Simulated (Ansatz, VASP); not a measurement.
# Zr in VASP and in Ansatz

```
Zr
1.0
    -1.83968    1.83968    1.83968
     1.83968   -1.83968    1.83968
     1.83968    1.83968   -1.83968
Zr
1
Direct
  0.00000 0.00000 0.00000
```

Change from the starting cell: volume scaled by 1.05, crystal datasets.

Alike in both runs: task electric field gradients; functional PBE; k mesh 14 × 14 × 14; occupations fermi-dirac, width 0.08 eV; no spin polarisation.

|  | VASP | Ansatz |
| --- | --- | --- |
| version | VASP 6.6.1 | Ansatz 0.2.0 |
| potentials or method | VASP PAW PBE potentials, release 64 (Zr_sv), cutoff 400 eV | all-electron PAW with datasets made for the crystal, scalar-relativistic |

```csv
,VASP,Ansatz,Ansatz less VASP
pressure (GPa),-6.7,-6.5,+0.15
```

Ansatz ran all-electron here, and VASP with PAW potentials.
